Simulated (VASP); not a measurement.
# Ge (Im-3m) in VASP: relaxation of cell and atoms with PBE

Aim: the relaxation of cell and atoms of Ge with PBE.

Program: VASP 6.6.1. These are calculated values, not measurements. Logs are shortened: lines on timing, memory, paths and dates and some standing lists are left out, and cuts for length are marked.

## (1) The cell of the first run

The structure is cubic, space group Im-3m (No. 229). Conventional cell: a = 3.362 Å, b = 3.362 Å, c = 3.362 Å, α = 90.00°, β = 90.00°, γ = 90.00°. Ge (site symmetry m-3m) has 14 Ge at 2.91 to 3.36 Å within 3.8 Å.

This isn't the form of Ge at room conditions, which is diamond.

## (2) Relaxation of cell and atoms, PBE

Input file INCAR:

```
SYSTEM = Ge
PREC = Accurate
ENCUT = 600
EDIFF = 1E-7
ISMEAR = -1
SIGMA = 0.1
LREAL = .FALSE.
LASPH = .TRUE.
NELM = 80
ALGO = Normal
ISIF = 3
LWAVE = .FALSE.
LCHARG = .FALSE.
GGA = PE
IBRION = 2
NSW = 60
EDIFFG = -0.005
```

Input file KPOINTS:

```
regular mesh
0
G
  21 21 21
  0 0 0
```

Input file POSCAR:

```
Ge
1.0
   -1.6809877034      1.6809877034      1.6809877034
    1.6809877034     -1.6809877034      1.6809877034
    1.6809877034      1.6809877034     -1.6809877034
Ge
1
Direct
    0.0000000000      0.0000000000      0.0000000000
```

Potentials or basis: VASP PAW PBE potentials, release 64 (Ge_d).

Run with:

```
$ cat potpaw_PBE.64/Ge_d/POTCAR > POTCAR
$ mpirun -np 1 vasp_std > vasp.out
```

OUTCAR:

```text
SYSTEM = Ge
   PREC = Accurate
   ENCUT = 600
   EDIFF = 1E-7
   ISMEAR = -1
   LREAL = .FALSE.
   LASPH = .TRUE.
   NELM = 80
   ISIF = 3
   GGA = PE
   IBRION = 2
   NSW = 60
   EDIFFG = -0.005

 ion  position               nearest neighbor table
   1  0.000  0.000  0.000-

  LATTYP: Found a body centered cubic cell.
 ALAT       =     3.3619754068

  Lattice vectors:

 A1 = (  -1.6809877034,   1.6809877034,   1.6809877034)
 A2 = (   1.6809877034,  -1.6809877034,   1.6809877034)
 A3 = (   1.6809877034,   1.6809877034,  -1.6809877034)

Analysis of symmetry for initial positions (statically):
=====================================================================
 Subroutine PRICEL returns:
 Original cell was already a primitive cell.

 Routine SETGRP: Setting up the symmetry group for a
 body centered cubic supercell.

 Subroutine GETGRP returns: Found 48 space group operations
 (whereof 48 operations were pure point group operations)
 out of a pool of 48 trial point group operations.

The static configuration has the point symmetry O_h .

Analysis of symmetry for dynamics (positions and initial velocities):
=====================================================================
 Subroutine PRICEL returns:
 Original cell was already a primitive cell.

 Routine SETGRP: Setting up the symmetry group for a
 body centered cubic supercell.

 Subroutine GETGRP returns: Found 48 space group operations
 (whereof 48 operations were pure point group operations)
 out of a pool of 48 trial point group operations.

The dynamic configuration has the point symmetry O_h .

 Subroutine INISYM returns: Found 48 space group operations
 (whereof 48 operations are pure point group operations),
 and found     1 'primitive' translations

----------------------------------------------------------------------------------------

                                     Primitive cell

  volume of cell :      19.0000

  direct lattice vectors                    reciprocal lattice vectors
    -1.680987703  1.680987703  1.680987703     0.000000000  0.297444175  0.297444175
     1.680987703 -1.680987703  1.680987703     0.297444175  0.000000000  0.297444175
     1.680987703  1.680987703 -1.680987703     0.297444175  0.297444175  0.000000000

  length of vectors
     2.911556109  2.911556109  2.911556109     0.420649586  0.420649586  0.420649586

  position of ions in fractional coordinates (direct lattice)
     0.000000000  0.000000000  0.000000000

  ion indices of the primitive-cell ions
   primitive index   ion index
                 1           1

----------------------------------------------------------------------------------------

 KPOINTS: regular mesh

Automatic generation of k-mesh.
 Grid dimensions read from file:
 generate k-points for:   21   21   21

 Generating k-lattice:

  Cartesian coordinates                     Fractional coordinates (reciprocal lattice)
     0.000000000  0.014164008  0.014164008     0.047619048  0.000000000  0.000000000
     0.014164008  0.000000000  0.014164008     0.000000000  0.047619048  0.000000000
     0.014164008  0.014164008  0.000000000     0.000000000  0.000000000  0.047619048

  Length of vectors
     0.020030933  0.020030933  0.020030933

  Shift w.r.t. Gamma in fractional coordinates (k-lattice)
     0.000000000  0.000000000  0.000000000

 Subroutine IBZKPT returns following result:
 ===========================================

 Found    286 irreducible k-points:

 Following reciprocal coordinates:
            Coordinates               Weight
  0.000000  0.000000  0.000000      1.000000
  0.047619  0.000000  0.000000     12.000000
  0.095238  0.000000  0.000000     12.000000
  0.142857  0.000000  0.000000     12.000000
  0.190476  0.000000  0.000000     12.000000
  0.238095  0.000000  0.000000     12.000000
[... 16 lines left out ...]
  0.142857  0.095238 -0.000000     48.000000
  0.190476  0.095238 -0.000000     48.000000
 [... further k-points ...]
   k-points           NKPTS =    286   k-points in BZ     NKDIM =    286   number of bands    NBANDS=     11
   number of dos      NEDOS =    301   number of ions     NIONS =      1
   total plane-waves  NPLWV =  13824
   dimension x,y,z NGX =    24 NGY =   24 NGZ =   24
   dimension x,y,z NGXF=    48 NGYF=   48 NGZF=   48
   ions per type =               1
   NGX,Y,Z   is equivalent  to a cutoff of  13.70, 13.70, 13.70 a.u.
   NGXF,Y,Z  is equivalent  to a cutoff of  27.41, 27.41, 27.41 a.u.
 SYSTEM =  Ge
   PREC   = accura    normal or accurate (medium, high low for compatibility)
   ISTART =      0    job   : 0-new  1-cont  2-samecut
   ICHARG =      2    charge: 1-file 2-atom 10-const
   ISPIN  =      1    spin polarized calculation?
   LNONCOLLINEAR =      F non collinear calculations
   LSORBIT =      F    spin-orbit coupling
   LASPH  =      T    aspherical Exc in radial PAW
   ENCUT  =  600.0 eV  44.10 Ry    6.64 a.u.   5.82  5.82  5.82*2*pi/ulx,y,z
   NELM   =     80;   NELMIN=  2; NELMDL= -5     # of ELM steps
   EDIFF  = 0.1E-06   stopping-criterion for ELM
   LREAL  =      F    real-space projection
   EDIFFG = -.5E-02   stopping-criterion for IOM
   NSW    =     60    number of steps for IOM
   IBRION =      2    ionic relax: 0-MD 1-quasi-New 2-CG
   NFREE  =      1    steps in history (QN), initial steepest desc. (CG)
   ISIF   =      3    stress and relaxation
   ISYM   =      2    0-nonsym 1-usesym 2-fastsym
   POTIM  = 0.5000    time-step for ionic-motion
   TEBEG  =    0.0;   TEEND  =   0.0 temperature during run
   PSTRESS=    0.0 pullay stress
   NELECT =      14.0000    total number of electrons
   NUPDOWN=      -1.0000    fix difference up-down
   EMIN   =  10.00;   EMAX   =-10.00  energy-range for DOS
   EFERMI =   0.00;   METHOD = LEGACY
   ISMEAR =    -1;   SIGMA  =   0.10  broadening in eV -4-tet -1-fermi 0-gaus
   EFERMI_NEDOS =   21; number of points for ismear=-14 and -15
   IALGO  =     38    algorithm
   IMIX   =      4    mixing-type and parameters
     AMIX     =   0.40;   BMIX     =  1.00
     AMIX_MAG =   1.60;   BMIX_MAG =  1.00
  volume/ion in A,a.u.               =      19.00       128.22
  Fermi-wavevector in a.u.,A,eV,Ry     =   1.478653  2.794249 29.747983  2.186415
  Thomas-Fermi vector in A             =   2.592908
   LORBIT       =      0    0 simple, 1 ext, 2 COOP (PROOUT), +10 PAW based schemes
   GGA     = PE    functional components
   LHFCALC =     F    Hartree Fock is set to
   AEXX    =    0.0000 exact exchange contribution
   IVDW    =     0    specifies the selected vdW correction
   LEPSILON=     F    determine dielectric tensor
   LRPA    =     F    only Hartree local field effects (RPA)
 conjugate gradient relaxation of ions
 non-spin polarized calculation
  energy-cutoff  :      600.00
  volume of cell :       19.00
 maximum number of plane-waves:       652
   NGX = 11   NGY = 11   NGZ = 11

--------------------------------------- Ionic step        1  -------------------------------------------

 number of electron      14.0000001 magnetization

 Free energy of the ion-electron system (eV)
  ---------------------------------------------------
  ext. energy  EPLUGINS =         0.00000000
  ---------------------------------------------------
  free energy    TOTEN  =        -4.18705040 eV

  energy without entropy =       -4.17032267  energy(sigma->0) =       -4.17868653

------------------------ aborting loop because EDIFF is reached ----------------------------------------

  FORCE on cell =-STRESS in cart. coord.  units (eV):
  Direction    XX          YY          ZZ          XY          YZ          ZX
  --------------------------------------------------------------------------------------
  -------------------------------------------------------------------------------------
  Total        0.1249157      0.1249157      0.1249157     -0.0000000      0.0000000      0.0000000
  in kB       10.5335345     10.5335345     10.5335345     -0.0000000      0.0000000      0.0000000
  external PRESSURE =      10.5335345 kB  Pullay stress =       0.0000000 kB
[... 90 lines left out ...]
  energy  without entropy=       -4.1714056936  energy(sigma->0) =       -4.17972068

--------------------------------------- Ionic step        4  -------------------------------------------

 number of electron      13.9999993 magnetization

 Free energy of the ion-electron system (eV)
  ---------------------------------------------------
  ext. energy  EPLUGINS =         0.00000000
  ---------------------------------------------------
  free energy    TOTEN  =        -4.18803923 eV

  energy without entropy =       -4.17140436  energy(sigma->0) =       -4.17972179

 E-fermi :   6.5196     XC(G=0): -11.1866

 val. band max:        6.5076188676   @ k =  -0.4286  -0.4762   0.1905
 cond. band min:       6.5488211009   @ k =   0.2857   0.1905   0.1905
 fundamental gap:      0.0412022333
 Fermi energy:         6.5196435274

 k-point     1 :       0.0000    0.0000    0.0000
  band No.  band energies     occupation
      1     -18.2099      2.00000
      2     -18.2099      2.00000
      3     -18.2099      2.00000
      4     -18.1294      2.00000
      5     -18.1294      2.00000
      6      -6.4295      2.00000
      7      15.4621      0.00000
      8      15.4621      0.00000
      9      15.4621      0.00000
     10      21.3116      0.00000
     11      21.3116      0.00000
[... 309 lines left out ...]
 k-point    24 :       0.1905    0.0952   -0.0000
  band No.  band energies     occupation
      1     -18.2191      2.00000
      2     -18.1988      2.00000
      3     -18.1470      2.00000
      4     -18.1410      2.00000
      5     -18.1311      2.00000
      6      -4.7870      2.00000
      7       8.7126      0.00000
      8      11.4565      0.00000
      9      13.5467      0.00000
     10      18.0238      0.00000
     11      19.1003      0.00000

 [... further k-points ...]

------------------------ aborting loop because EDIFF is reached ----------------------------------------

  FORCE on cell =-STRESS in cart. coord.  units (eV):
  Direction    XX          YY          ZZ          XY          YZ          ZX
  --------------------------------------------------------------------------------------
  -------------------------------------------------------------------------------------
  Total       -0.0001628     -0.0001628     -0.0001628      0.0000000      0.0000000     -0.0000000
  in kB       -0.0135072     -0.0135072     -0.0135072      0.0000000      0.0000000     -0.0000000
  external PRESSURE =      -0.0135072 kB  Pullay stress =       0.0000000 kB
[... 16 lines left out ...]
  FREE ENERGIE OF THE ION-ELECTRON SYSTEM (eV)
  ---------------------------------------------------
  free  energy   TOTEN  =        -4.1880392317 eV

  energy  without entropy=       -4.1714043551  energy(sigma->0) =       -4.17972179

 reached required accuracy - stopping structural energy minimisation
```

Wall time 2 min (1 thread of AMD EPYC 7R13 (Zen 3), shared host); peak memory 0.17 GiB.

Results:

```
Free energy                           : -4.1880 eV
Relaxed volume                        : 19.31 Å³/atom
Relaxed cell                          : a = 2.927 Å, b = 2.927 Å, c = 2.927 Å, α = 109.47°, β = 109.47°, γ = 109.47°
Space group after relaxing (to 0.1 Å) : Im-3m (No. 229)
Energy gained by relaxing             : 1.0 meV/atom
Ionic steps                           : 4
Pressure after relaxing               : 0.0 GPa
Band gap on the k mesh                : zero (bands 7 and 8 overlap by 11.86 eV)
```

The path:
```csv
step,energy change (eV),largest force (eV/Å),pressure (GPa),volume (Å³)
1,0.0000,0.0000,1.05,19.00
2,-0.0010,0.0000,-0.05,19.35
3,-0.0010,0.0000,-0.06,19.33
4,-0.0010,0.0000,0.00,19.31
```

Final structure:
```xyz
1
Lattice="-1.6900 1.6900 1.6900 1.6900 -1.6900 1.6900 1.6900 1.6900 -1.6900" Properties=species:S:1:pos:R:3 pbc="T T T"
Ge    0.0000    0.0000    0.0000
```

The gap in the log of VASP goes by the Fermi energy; the results here count the filled bands.